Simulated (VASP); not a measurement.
# TiSi16 (a cell with a defect) in VASP: a series of runs, part 2 of 2

VASP 6.6.1.

**4. Single point, PBE+D3(BJ)**

INCAR

```
SYSTEM = TiSi16
PREC = Accurate
ENCUT = 520
EDIFF = 1E-6
ISMEAR = 0
SIGMA = 0.05
LREAL = Auto
LASPH = .TRUE.
NELM = 60
ALGO = Normal
ISIF = 2
LWAVE = .FALSE.
LCHARG = .FALSE.
GGA = PE
IVDW = 12
NBANDS = 52
```

KPOINTS

```
regular mesh
0
G
  2 2 2
  0 0 0
```

POSCAR

```
TiSi16
1.0
    0.0000000000      5.4300000000      5.4300000000
    5.4300000000      0.0000000000      5.4300000000
    5.4300000000      5.4300000000      0.0000000000
Si Ti
16 1
Direct
    0.0036903315      0.0034067219     -0.0111070902
    0.1280098527      0.1277002762      0.1228507366
    0.0039534070      0.0037147330      0.5050977901
    0.1245174954      0.1246837937      0.6263329650
   -0.0045876611      0.5008994475      0.0022710866
    0.1280141805      0.6210556169      0.1226040516
    0.0038348987      0.4873207182      0.5048135359
    0.1280465009      0.6213750460      0.6290715470
    0.5011777164     -0.0049173112      0.0022933702
    0.6212232044      0.1277104972      0.1227346225
    0.4872323204      0.0036903315      0.5049522099
    0.6215206262      0.1277664825      0.6290950276
    0.5011352670      0.5008866483      0.0022453959
    0.6247987109      0.6244576427      0.1256220994
    0.5012375691      0.5009876611      0.4962876611
    0.6213550645      0.6213206262      0.6290222836
    0.8746294659      0.8745876611      0.3760576427
```

Potentials or basis: VASP PAW PBE potentials, release 64 (Si, Ti_sv).

The run is started by

```bash
$ cat potpaw_PBE.64/Si/POTCAR potpaw_PBE.64/Ti_sv/POTCAR > POTCAR
$ mpirun -np 1 vasp_std > vasp.out
```

OUTCAR:

```text
SYSTEM = TiSi16
   PREC = Accurate
   ENCUT = 520
   EDIFF = 1E-6
   ISMEAR = 0
   LREAL = Auto
   LASPH = .TRUE.
   NELM = 60
   ISIF = 2
   GGA = PE
   IVDW = 12
 IVDW          = 12

 ion  position               nearest neighbor table
   1  0.004  0.003  0.989-   4 2.27   6 2.40  10 2.40   2 2.40  17 2.43
   2  0.128  0.128  0.123-   9 2.34   5 2.34   3 2.40   1 2.40  17 2.75
   3  0.004  0.004  0.505-   4 2.27   2 2.40   8 2.40  12 2.40  17 2.43
   4  0.125  0.125  0.626-   1 2.27   7 2.27  11 2.27   3 2.27
   5  0.995  0.501  0.002-  14 2.32   6 2.34   2 2.34   8 2.34
   6  0.128  0.621  0.123-   5 2.34  13 2.34   7 2.40   1 2.40  17 2.75
   7  0.004  0.487  0.505-   4 2.27   6 2.40  16 2.40   8 2.40  17 2.43
   8  0.128  0.621  0.629-  15 2.34   5 2.34   3 2.40   7 2.40  17 2.75
   9  0.501  0.995  0.002-  14 2.32  10 2.34   2 2.34  12 2.34
  10  0.621  0.128  0.123-   9 2.34  13 2.34  11 2.40   1 2.40  17 2.75
  11  0.487  0.004  0.505-   4 2.27  10 2.40  16 2.40  12 2.40  17 2.43
  12  0.622  0.128  0.629-   9 2.34  15 2.34   3 2.40  11 2.40  17 2.75
  13  0.501  0.501  0.002-  14 2.32   6 2.34  10 2.34  16 2.34
  14  0.625  0.624  0.126-  13 2.32   5 2.32   9 2.32  15 2.32
  15  0.501  0.501  0.496-  14 2.32  16 2.34   8 2.34  12 2.34
  16  0.621  0.621  0.629-  15 2.34  13 2.34  11 2.40   7 2.40  17 2.75
  17  0.875  0.875  0.376-   1 2.43   7 2.43  11 2.43   3 2.43  12 2.75   8 2.75   2 2.75  16 2.75
                            10 2.75   6 2.75

  LATTYP: Found a face centered cubic cell.
 ALAT       =    10.8600000000

  Lattice vectors:

 A1 = (   0.0000000000,   5.4300000000,   5.4300000000)
 A2 = (   5.4300000000,   0.0000000000,   5.4300000000)
 A3 = (   5.4300000000,   5.4300000000,   0.0000000000)

Analysis of symmetry for initial positions (statically):
=====================================================================
 Subroutine PRICEL returns:
 Original cell was already a primitive cell.

 Routine SETGRP: Setting up the symmetry group for a
 face centered cubic supercell.

 Subroutine GETGRP returns: Found  1 space group operations
 (whereof  1 operations were pure point group operations)
[... 155 lines left out ...]
   LHFCALC =     F    Hartree Fock is set to
   AEXX    =    0.0000 exact exchange contribution
   IVDW    =    12    specifies the selected vdW correction
   LEPSILON=     F    determine dielectric tensor
   LRPA    =     F    only Hartree local field effects (RPA)
 non-spin polarized calculation
 Gauss-broadening in eV      SIGMA  =   0.05
  energy-cutoff  :      520.00
  volume of cell :      320.21
 maximum number of plane-waves:      8646
 NGX is ok and might be reduce to    60
   NGX = 29   NGY = 29   NGZ = 29

 number of electron      75.9999998 magnetization

 Free energy of the ion-electron system (eV)
  ---------------------------------------------------
  ext. energy  EPLUGINS =         0.00000000
  ---------------------------------------------------
  free energy    TOTEN  =       -92.21371726 eV

  energy without entropy =      -92.18901321  energy(sigma->0) =      -92.20136523

 E-fermi :   6.9298     XC(G=0):  -9.7514

 val. band max:        6.8925398264   @ k =   0.5000   0.5000   0.0000
 cond. band min:       6.9593422346   @ k =   0.0000   0.5000   0.0000
 fundamental gap:      0.0668024082
 Fermi energy:         6.9298393749

 k-point     1 :       0.0000    0.0000    0.0000
  band No.  band energies     occupation
      1     -49.8790      2.00000
      2     -26.2534      2.00000
      3     -26.2515      2.00000
      4     -26.2498      2.00000
      5      -5.7210      2.00000
      6      -3.5130      2.00000
[... 413 lines left out ...]
     49       9.8746      0.00000
     50      10.5384      0.00000
 [bands above 50 left out]

------------------------ aborting loop because EDIFF is reached ----------------------------------------

 Edisp (eV)   -5.83782

 E8    (eV) :    -2.4422

  FORCE on cell =-STRESS in cart. coord.  units (eV):
  Direction    XX          YY          ZZ          XY          YZ          ZX
  --------------------------------------------------------------------------------------
  -------------------------------------------------------------------------------------
  Total       1.88339     1.88734     1.89499     0.01199     0.00422    -0.00505
  in kB       9.42371     9.44346     9.48175     0.05997     0.02112    -0.02526
  external pressure =        9.45 kB  Pullay stress =        0.00 kB

 VOLUME and BASIS-vectors are now :
 -----------------------------------------------------------------------------
  energy-cutoff  :      520.00
  volume of cell :      320.21
      direct lattice vectors                 reciprocal lattice vectors
     0.000000000  5.430000000  5.430000000    -0.092081031  0.092081031  0.092081031
     5.430000000  0.000000000  5.430000000     0.092081031 -0.092081031  0.092081031
     5.430000000  5.430000000  0.000000000     0.092081031  0.092081031 -0.092081031

 POSITION                                       TOTAL-FORCE (eV/Angst)
 -----------------------------------------------------------------------------------
      5.38819      5.38973      0.03854        -0.001937     -0.001478      0.001373
      1.36049      1.36217      1.38851         0.000118     -0.000937      0.002682
      2.76285      2.76415      0.04164         0.004686      0.004878      0.002190
      4.07802      4.07712      1.35316        -0.004821     -0.003699      0.003209
      2.73222      5.41742      8.12497         0.001918     -0.004027     -0.005167
      4.03807      1.36086      4.06745         0.000515     -0.000888      0.001082
[... 9 lines left out ...]
      6.78936      6.78955      6.74773         0.000133     -0.000302     -0.000701
      6.79100      6.79123      9.49825        -0.000669      0.000625     -0.000506
 -----------------------------------------------------------------------------------
    total drift:                               -0.001174     -0.001873      0.001696

  FREE ENERGIE OF THE ION-ELECTRON SYSTEM (eV)
  ---------------------------------------------------
  free  energy   TOTEN  =       -98.0515364853 eV

  energy  without entropy=      -98.0268324388  energy(sigma->0) =      -98.03918446
```

Wall time 9.1 min (1 thread of Intel Xeon 8259CL, shared host); peak memory 0.49 GiB.

Results:

* Free energy: -98.0515 eV
* Pressure: 0.9 GPa
* Largest force: 0.008 eV/Å
* Band gap on the k mesh: zero (bands 38 and 39 overlap by 0.43 eV)
* Dispersion energy per atom: -0.343 eV

Forces in eV/Å, atoms in the order of the input:
```
Si  -0.002 -0.001  0.001
Si   0.000 -0.001  0.003
Si   0.005  0.005  0.002
Si  -0.005 -0.004  0.003
Si   0.002 -0.004 -0.005
Si   0.001 -0.001  0.001
Si  -0.002  0.005 -0.006
Si   0.000  0.001  0.002
Si  -0.005  0.003 -0.005
Si   0.000 -0.001  0.001
Si   0.005 -0.002 -0.006
Si   0.002 -0.001  0.001
Si   0.002  0.003  0.005
Si   0.001  0.000  0.001
Si  -0.002 -0.002  0.003
Si   0.000  0.000 -0.001
Ti  -0.001  0.001 -0.001
```

Levels at points of the mesh, in eV from the Fermi level:
```
           k point  band 35  band 36  band 37  band 38  band 39  band 40
(0.00, 0.00, 0.00)    -0.99    -0.99    -0.41    -0.40    -0.40    -0.10
(0.50, 0.00, 0.00)    -1.37    -1.36    -0.28     0.03     0.04     0.44
(0.00, 0.50, 0.00)    -1.37    -1.36    -0.28     0.03     0.03     0.44
(0.00, 0.00, 0.50)    -1.37    -1.37    -0.28     0.03     0.03     0.44
(0.50, 0.50, 0.50)    -1.37    -1.37    -0.28     0.03     0.04     0.44
(0.50, 0.50, 0.00)    -2.00    -1.88    -0.71    -0.04     0.57     0.57
(0.00, 0.50, 0.50)    -2.00    -1.88    -0.71    -0.04     0.57     0.57
(0.50, 0.00, 0.50)    -2.00    -1.88    -0.71    -0.04     0.57     0.57
```

Caveat: the k points lie up to 0.50 Å⁻¹ apart.

**5. Single point, PBE+D3(BJ)**

INCAR

```
SYSTEM = TiSi16
  PREC = Accurate
  ENCUT = 520
  EDIFF = 1E-6
  ISMEAR = 0
  SIGMA = 0.05
  LREAL = Auto
  LASPH = .True.
  NELM = 80
  ALGO = Normal
  ISIF = 2
  LWAVE = .False.
  LCHARG = .False.
  GGA = PE
  IVDW = 12
  NBANDS = 52
```

KPOINTS

```
regular mesh
0
Gamma
  2 2 2
  0 0 0
```

POSCAR

```
TiSi16
1.0
    0.0000000000      5.4300000000      5.4300000000
    5.4300000000      0.0000000000      5.4300000000
    5.4300000000      5.4300000000      0.0000000000
Si Ti
16 1
Direct
    0.0000195212      0.0007944751     -0.0002453039
    0.1236062615      0.1241114180      0.1234346225
    0.0035390424      0.0036255985      0.4965830571
    0.1235881215      0.1241291897      0.6291800184
    0.0033621547      0.4973109576      0.0032334254
    0.1235360037      0.6301953039      0.1233102210
    0.0034120626      0.4973179558      0.4964326888
    0.1375171271      0.6213025783      0.6207576427
    0.4967546961      0.0036355433      0.0034200737
    0.6294430939      0.1241337017      0.1233681400
    0.4967136280      0.0037368324      0.4964786372
    0.6210082873      0.1374239411      0.6209047882
    0.4966756906      0.4973246777      0.0032217311
    0.6209077348      0.6213491713      0.1374062615
    0.5002476980      0.5000259669      0.5001495396
    0.6209378453      0.6214776243      0.6206991713
    0.7501466851      0.7502730203      0.7500096685
```

The run is started by

```bash
$ cat potpaw_PBE.64/Si/POTCAR potpaw_PBE.64/Ti_sv/POTCAR > POTCAR
$ mpirun -np 1 vasp_std > vasp.out
```

It took 10 min on 1 thread of Intel Xeon 8259CL, shared host; peak memory 0.49 GiB.

It converged, with:

```
Free energy                : -98.0509 eV
Pressure                   : 0.9 GPa
Largest force              : 0.007 eV/Å
Band gap on the k mesh     : zero (bands 38 and 39 overlap by 0.43 eV)
Dispersion energy per atom : -0.343 eV
```

Forces on the atoms (eV/Å):
```
Si  -0.002  0.001 -0.003
Si  -0.002 -0.002 -0.002
Si  -0.001  0.000 -0.002
Si   0.002  0.002 -0.002
Si  -0.001 -0.003 -0.001
Si   0.001 -0.001  0.001
Si   0.003  0.000  0.000
Si  -0.003  0.003  0.005
Si  -0.003  0.000  0.000
Si  -0.002  0.002  0.002
Si   0.000  0.003  0.000
Si   0.004 -0.004  0.004
Si   0.001  0.001  0.003
Si   0.005  0.004 -0.004
Si  -0.001 -0.002 -0.001
Si  -0.004 -0.004 -0.004
Ti   0.002 -0.001  0.004
```

Levels at points of the mesh, in eV from the Fermi level:
| k point | band 34 | band 35 | band 36 | band 37 | band 38 | band 39 | band 40 | band 41 |
| --- | --- | --- | --- | --- | --- | --- | --- | --- |
| (0.00, 0.00, 0.00) | -0.99 | -0.99 | -0.99 | -0.41 | -0.40 | -0.40 | -0.10 | -0.10 |
| (0.50, 0.00, 0.00) | -1.97 | -1.37 | -1.37 | -0.28 | 0.03 | 0.03 | 0.44 | 0.44 |
| (0.00, 0.50, 0.00) | -1.97 | -1.37 | -1.37 | -0.28 | 0.03 | 0.03 | 0.44 | 0.44 |
| (0.00, 0.00, 0.50) | -1.97 | -1.37 | -1.37 | -0.28 | 0.03 | 0.03 | 0.44 | 0.44 |
| (0.50, 0.50, 0.50) | -1.97 | -1.37 | -1.37 | -0.28 | 0.03 | 0.03 | 0.44 | 0.44 |
| (0.50, 0.50, 0.00) | -2.01 | -2.01 | -1.88 | -0.71 | -0.04 | 0.57 | 0.57 | 1.10 |
| (0.00, 0.50, 0.50) | -2.01 | -2.01 | -1.88 | -0.71 | -0.04 | 0.57 | 0.57 | 1.10 |
| (0.50, 0.00, 0.50) | -2.01 | -2.01 | -1.88 | -0.71 | -0.04 | 0.57 | 0.57 | 1.10 |

Caveat: the k points lie up to 0.50 Å⁻¹ apart.

The gap in the log of VASP goes by the Fermi energy; the results here count the filled bands.